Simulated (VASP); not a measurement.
# Sr (Im-3m) in VASP: a series of runs

Runs on Sr. Level: PBEsol. Tasks: single point.

All numbers are computed with VASP 6.6.1; they aren't measurements. Logs are shortened: lines on timing, memory, paths and dates and some standing lists are left out, and cuts for length are marked.

## 1. The cell of the first run

Symmetry: Im-3m, No. 229, cubic system. The conventional cell has a = 4.850 Å, b = 4.850 Å, c = 4.850 Å, α = 90.00°, β = 90.00°, γ = 90.00°. Within 5.5 Å of Sr (site symmetry m-3m) lie 14 Sr at 4.20 to 4.85 Å.

This isn't the form of Sr at room conditions, which is fcc.

## 2. Single point, PBEsol

The input, INCAR:

```
SYSTEM = Sr
PREC = Accurate
ENCUT = 520
EDIFF = 1E-7
ISMEAR = 0
SIGMA = 0.15
LREAL = .FALSE.
LASPH = .TRUE.
NELM = 100
ALGO = Normal
ISIF = 2
LWAVE = .FALSE.
LCHARG = .TRUE.
GGA = PS
LELF = .TRUE.
LVHAR = .TRUE.
NBANDS = 11
```

The input, KPOINTS:

```
regular mesh
0
G
  14 14 14
  0 0 0
```

The input, POSCAR:

```
Sr
1.0
   -2.4250000000      2.4250000000      2.4250000000
    2.4250000000     -2.4250000000      2.4250000000
    2.4250000000      2.4250000000     -2.4250000000
Sr
1
Direct
    0.0000000000      0.0000000000      0.0000000000
```

Potentials or basis: VASP PAW PBE potentials, release 64 (Sr_sv).

Run with:

```sh
cat potpaw_PBE.64/Sr_sv/POTCAR > POTCAR
mpirun -np 1 vasp_std > vasp.out
```

OUTCAR:

```text
SYSTEM = Sr
   PREC = Accurate
   ENCUT = 520
   EDIFF = 1E-7
   ISMEAR = 0
   LREAL = .FALSE.
   LASPH = .TRUE.
   NELM = 100
   ISIF = 2
   GGA = PS

 ion  position               nearest neighbor table
   1  0.000  0.000  0.000-

  LATTYP: Found a body centered cubic cell.
 ALAT       =     4.8500000000

  Lattice vectors:

 A1 = (  -2.4250000000,   2.4250000000,   2.4250000000)
 A2 = (   2.4250000000,  -2.4250000000,   2.4250000000)
 A3 = (   2.4250000000,   2.4250000000,  -2.4250000000)

Analysis of symmetry for initial positions (statically):
=====================================================================
 Subroutine PRICEL returns:
 Original cell was already a primitive cell.

 Routine SETGRP: Setting up the symmetry group for a
 body centered cubic supercell.

 Subroutine GETGRP returns: Found 48 space group operations
 (whereof 48 operations were pure point group operations)
 out of a pool of 48 trial point group operations.

The static configuration has the point symmetry O_h .

Analysis of symmetry for dynamics (positions and initial velocities):
=====================================================================
 Subroutine PRICEL returns:
 Original cell was already a primitive cell.

 Routine SETGRP: Setting up the symmetry group for a
 body centered cubic supercell.

 Subroutine GETGRP returns: Found 48 space group operations
 (whereof 48 operations were pure point group operations)
 out of a pool of 48 trial point group operations.

The dynamic configuration has the point symmetry O_h .

 Subroutine INISYM returns: Found 48 space group operations
 (whereof 48 operations are pure point group operations),
 and found     1 'primitive' translations

----------------------------------------------------------------------------------------

                                     Primitive cell

  volume of cell :      57.0421

  direct lattice vectors                    reciprocal lattice vectors
    -2.425000000  2.425000000  2.425000000     0.000000000  0.206185567  0.206185567
     2.425000000 -2.425000000  2.425000000     0.206185567  0.000000000  0.206185567
     2.425000000  2.425000000 -2.425000000     0.206185567  0.206185567  0.000000000

  length of vectors
     4.200223208  4.200223208  4.200223208     0.291590425  0.291590425  0.291590425

  position of ions in fractional coordinates (direct lattice)
     0.000000000  0.000000000  0.000000000

  ion indices of the primitive-cell ions
   primitive index   ion index
                 1           1

----------------------------------------------------------------------------------------

 KPOINTS: regular mesh

Automatic generation of k-mesh.
 Grid dimensions read from file:
 generate k-points for:   14   14   14

 Generating k-lattice:

  Cartesian coordinates                     Fractional coordinates (reciprocal lattice)
     0.000000000  0.014727541  0.014727541     0.071428571  0.000000000  0.000000000
     0.014727541  0.000000000  0.014727541     0.000000000  0.071428571  0.000000000
     0.014727541  0.014727541  0.000000000     0.000000000  0.000000000  0.071428571

  Length of vectors
     0.020827888  0.020827888  0.020827888

  Shift w.r.t. Gamma in fractional coordinates (k-lattice)
     0.000000000  0.000000000  0.000000000

 Subroutine IBZKPT returns following result:
 ===========================================

 Found    104 irreducible k-points:

 Following reciprocal coordinates:
            Coordinates               Weight
  0.000000  0.000000  0.000000      1.000000
  0.071429  0.000000  0.000000     12.000000
  0.142857  0.000000  0.000000     12.000000
  0.214286  0.000000  0.000000     12.000000
  0.285714  0.000000  0.000000     12.000000
  0.357143  0.000000  0.000000     12.000000
[... 16 lines left out ...]
  0.285714  0.285714  0.000000     24.000000
  0.357143  0.285714  0.000000     24.000000
 [... further k-points ...]
   k-points           NKPTS =    104   k-points in BZ     NKDIM =    104   number of bands    NBANDS=     11
   number of dos      NEDOS =    301   number of ions     NIONS =      1
   total plane-waves  NPLWV =  32768
   dimension x,y,z NGX =    32 NGY =   32 NGZ =   32
   dimension x,y,z NGXF=    64 NGYF=   64 NGZF=   64
   ions per type =               1
   NGX,Y,Z   is equivalent  to a cutoff of  12.67, 12.67, 12.67 a.u.
   NGXF,Y,Z  is equivalent  to a cutoff of  25.33, 25.33, 25.33 a.u.
 SYSTEM =  Sr
   PREC   = accura    normal or accurate (medium, high low for compatibility)
   ISTART =      0    job   : 0-new  1-cont  2-samecut
   ICHARG =      2    charge: 1-file 2-atom 10-const
   ISPIN  =      1    spin polarized calculation?
   LNONCOLLINEAR =      F non collinear calculations
   LSORBIT =      F    spin-orbit coupling
   LASPH  =      T    aspherical Exc in radial PAW
   ENCUT  =  520.0 eV  38.22 Ry    6.18 a.u.   7.81  7.81  7.81*2*pi/ulx,y,z
   NELM   =    100;   NELMIN=  2; NELMDL= -5     # of ELM steps
   EDIFF  = 0.1E-06   stopping-criterion for ELM
   LREAL  =      F    real-space projection
   EDIFFG = 0.1E-05   stopping-criterion for IOM
   NSW    =      0    number of steps for IOM
   IBRION =     -1    ionic relax: 0-MD 1-quasi-New 2-CG
   NFREE  =      0    steps in history (QN), initial steepest desc. (CG)
   ISIF   =      2    stress and relaxation
   ISYM   =      2    0-nonsym 1-usesym 2-fastsym
   POTIM  = 0.5000    time-step for ionic-motion
   TEBEG  =    0.0;   TEEND  =   0.0 temperature during run
   PSTRESS=    0.0 pullay stress
   NELECT =      10.0000    total number of electrons
   NUPDOWN=      -1.0000    fix difference up-down
   EMIN   =  10.00;   EMAX   =-10.00  energy-range for DOS
   EFERMI =   0.00;   METHOD = LEGACY
   ISMEAR =     0;   SIGMA  =   0.15  broadening in eV -4-tet -1-fermi 0-gaus
   EFERMI_NEDOS =   21; number of points for ismear=-14 and -15
   IALGO  =     38    algorithm
   IMIX   =      4    mixing-type and parameters
     AMIX     =   0.40;   BMIX     =  1.00
     AMIX_MAG =   1.60;   BMIX_MAG =  1.00
  volume/ion in A,a.u.               =      57.04       384.94
  Fermi-wavevector in a.u.,A,eV,Ry     =   0.916241  1.731445 11.422060  0.839498
  Thomas-Fermi vector in A             =   2.041074
   LORBIT       =      0    0 simple, 1 ext, 2 COOP (PROOUT), +10 PAW based schemes
   GGA     = PS    functional components
   LHFCALC =     F    Hartree Fock is set to
   AEXX    =    0.0000 exact exchange contribution
   IVDW    =     0    specifies the selected vdW correction
   LEPSILON=     F    determine dielectric tensor
   LRPA    =     F    only Hartree local field effects (RPA)
 non-spin polarized calculation
 Gauss-broadening in eV      SIGMA  =   0.15
  energy-cutoff  :      520.00
  volume of cell :       57.04
 maximum number of plane-waves:      1566
   NGX = 15   NGY = 15   NGZ = 15

 number of electron      10.0000000 magnetization

 Free energy of the ion-electron system (eV)
  ---------------------------------------------------
  ext. energy  EPLUGINS =         0.00000000
  ---------------------------------------------------
  free energy    TOTEN  =        -1.82088392 eV

  energy without entropy =       -1.80621421  energy(sigma->0) =       -1.81354907

 E-fermi :   1.3900     XC(G=0):  -7.3179

 val. band max:        1.3737379454   @ k =   0.5000   0.5000   0.2857
 cond. band min:       1.3963675466   @ k =   0.5000   0.5000   0.3571
 fundamental gap:      0.0226296013
 Fermi energy:         1.3900396261

 k-point     1 :       0.0000    0.0000    0.0000
  band No.  band energies     occupation
      1     -35.2335      2.00000
      2     -17.1386      2.00000
      3     -17.1386      2.00000
      4     -17.1386      2.00000
      5      -2.2204      2.00000
      6       3.6918      0.00000
      7       3.6918      0.00000
      8       3.6918      0.00000
      9       4.9888      0.00000
     10       4.9888      0.00000
     11       9.3292      0.00000

 k-point     2 :       0.0714    0.0000    0.0000
  band No.  band energies     occupation
      1     -35.2329      2.00000
      2     -17.1476      2.00000
      3     -17.1416      2.00000
      4     -17.1386      2.00000
      5      -2.1360      2.00000
      6       3.6165      0.00000
      7       3.6416      0.00000
      8       3.7727      0.00000
      9       4.8732      0.00000
     10       4.9842      0.00000
     11       9.4173      0.00000

 k-point     3 :       0.1429    0.0000    0.0000
  band No.  band energies     occupation
      1     -35.2311      2.00000
      2     -17.1726      2.00000
      3     -17.1499      2.00000
      4     -17.1386      2.00000
      5      -1.8886      2.00000
      6       3.4225      0.00000
      7       3.4303      0.00000
      8       4.0129      0.00000
      9       4.7111      0.00000
     10       4.9830      0.00000
     11       9.5605      0.00000

 k-point     4 :       0.2143    0.0000    0.0000
  band No.  band energies     occupation
      1     -35.2285      2.00000
      2     -17.2084      2.00000
      3     -17.1618      2.00000
      4     -17.1386      2.00000
      5      -1.4952      2.00000
      6       3.0322      0.00000
      7       3.1763      0.00000
      8       4.4051      0.00000
      9       4.7037      0.00000
     10       5.0118      0.00000
     11       9.3372      0.00000

 k-point     5 :       0.2857    0.0000    0.0000
  band No.  band energies     occupation
      1     -35.2256      2.00000
      2     -17.2475      2.00000
      3     -17.1750      2.00000
      4     -17.1385      2.00000
      5      -0.9870      2.00000
      6       2.5685      0.00000
      7       2.9374      0.00000
      8       4.7936      0.00000
      9       4.9348      0.00000
     10       5.0925      0.00000
     11       8.5000      0.00000
[... 211 lines left out ...]
 k-point    21 :       0.2857    0.2143   -0.0000
  band No.  band energies     occupation
      1     -35.2206      2.00000
      2     -17.2847      2.00000
      3     -17.2113      2.00000
      4     -17.1560      2.00000
      5       0.3329      2.00000
      6       1.9039      0.00000
      7       2.3758      0.00000
      8       4.7693      0.00000
      9       5.2162      0.00000
     10       6.0594      0.00000
     11       6.8483      0.00000

 k-point    22 :       0.3571    0.2143    0.0000
  band No.  band energies     occupation
      1     -35.2196      2.00000
      2     -17.2896      2.00000
      3     -17.2231      2.00000
      4     -17.1569      2.00000
      5       0.8377      2.00000
      6       1.6096      0.03842
      7       2.2462      0.00000
      8       4.7270      0.00000
      9       5.3274      0.00000
     10       6.0023      0.00000
     11       6.9013      0.00000

 k-point    23 :       0.2857    0.2857    0.0000
  band No.  band energies     occupation
      1     -35.2195      2.00000
      2     -17.2799      2.00000
      3     -17.2330      2.00000
      4     -17.1594      2.00000
      5       0.8965      2.00000
      6       1.7461      0.00079
      7       2.0667      0.00000
      8       4.9513      0.00000
      9       5.0759      0.00000
     10       5.8492      0.00000
     11       6.9641      0.00000

 k-point    24 :       0.3571    0.2857    0.0000
  band No.  band energies     occupation
      1     -35.2191      2.00000
      2     -17.2730      2.00000
      3     -17.2461      2.00000
      4     -17.1604      2.00000
      5       1.3165      1.51170
      6       1.5563      0.11690
      7       1.8767      0.00000
      8       4.9537      0.00000
      9       5.2600      0.00000
     10       5.4848      0.00000
     11       7.2715      0.00000

 [... further k-points ...]

------------------------ aborting loop because EDIFF is reached ----------------------------------------

  FORCE on cell =-STRESS in cart. coord.  units (eV):
  Direction    XX          YY          ZZ          XY          YZ          ZX
  --------------------------------------------------------------------------------------
  -------------------------------------------------------------------------------------
  Total       -0.3969653     -0.3969653     -0.3969653     -0.0000000     -0.0000000      0.0000000
  in kB      -11.1498208    -11.1498208    -11.1498208     -0.0000000     -0.0000000      0.0000000
  external PRESSURE =     -11.1498208 kB  Pullay stress =       0.0000000 kB

 VOLUME and BASIS-vectors are now :
 -----------------------------------------------------------------------------
  energy-cutoff  :      520.00
  volume of cell :       57.04
      direct lattice vectors                 reciprocal lattice vectors
    -2.425000000  2.425000000  2.425000000     0.000000000  0.206185567  0.206185567
     2.425000000 -2.425000000  2.425000000     0.206185567  0.000000000  0.206185567
     2.425000000  2.425000000 -2.425000000     0.206185567  0.206185567  0.000000000

 POSITION                                       TOTAL-FORCE (eV/Angst)
 -----------------------------------------------------------------------------------
      0.00000      0.00000      0.00000        -0.000000      0.000000     -0.000000
 -----------------------------------------------------------------------------------
    total drift:                                0.000000      0.000000     -0.000000

  FREE ENERGIE OF THE ION-ELECTRON SYSTEM (eV)
  ---------------------------------------------------
  free  energy   TOTEN  =        -1.8208839231 eV

  energy  without entropy=       -1.8062142129  energy(sigma->0) =       -1.81354907
```

It took 21 s on 1 thread of Intel Xeon Platinum 8488C (Sapphire Rapids), shared host; peak memory 0.21 GiB.

Results:

```yaml
Free_energy: -1.8209 eV
Pressure: -1.1 GPa
Band_gap_on_the_k_mesh: zero (bands 5 and 6 overlap by 0.35 eV)
```

Levels at points of the mesh, in eV from the Fermi level:
```tsv
k point	band 2	band 3	band 4	band 5	band 6	band 7	band 8	band 9
(0.00, 0.00, 0.00)	-18.53	-18.53	-18.53	-3.61	2.30	2.30	2.30	3.60
(0.50, 0.00, 0.00)	-18.70	-18.59	-18.53	-1.01	0.17	1.19	3.39	4.06
(0.50, 0.50, 0.50)	-18.66	-18.66	-18.66	-0.10	-0.10	3.45	3.45	3.45
```

Caveat: the PAW data sets were made with another functional, which shifts forces and pressure a little.

## 3. Single point, PBEsol

The input, INCAR:

```
ALGO = Fast
EDIFF = 1E-6
ENCUT = 520
GGA = PS
ISIF = 2
ISMEAR = 0
LASPH = True
LCHARG = False
LREAL = False
LWAVE = False
NBANDS = 11
NELM = 100
PREC = Accurate
SIGMA = 0.15
```

The input, KPOINTS:

```
k-points
0
Gamma
  16 16 16
```

POSCAR is that of step 2.

Potentials or basis: VASP PAW PBE potentials, release 64 (Sr_sv).

Run with:

```sh
cat potpaw_PBE.64/Sr_sv/POTCAR > POTCAR
mpirun -np 1 vasp_std > vasp.out
```

Wall time 32 s (1 thread of Intel Xeon Platinum 8488C (Sapphire Rapids), shared host); peak memory 0.23 GiB.

Results (log left out):

```yaml
Free_energy: -1.8209 eV
Pressure: -1.1 GPa
Band_gap_on_the_k_mesh: zero (bands 5 and 6 overlap by 0.42 eV)
```

Levels at points of the mesh, in eV from the Fermi level:
| k point | band 3 | band 4 | band 5 | band 6 | band 7 | band 8 |
| --- | --- | --- | --- | --- | --- | --- |
| (0.00, 0.00, 0.00) | -18.53 | -18.53 | -3.61 | 2.30 | 2.30 | 2.30 |
| (0.50, 0.00, 0.00) | -18.59 | -18.53 | -1.01 | 0.17 | 1.19 | 3.39 |
| (0.50, 0.50, 0.50) | -18.66 | -18.66 | -0.10 | -0.10 | 3.44 | 3.44 |

Caveat: the PAW data sets were made with another functional, which shifts forces and pressure a little.
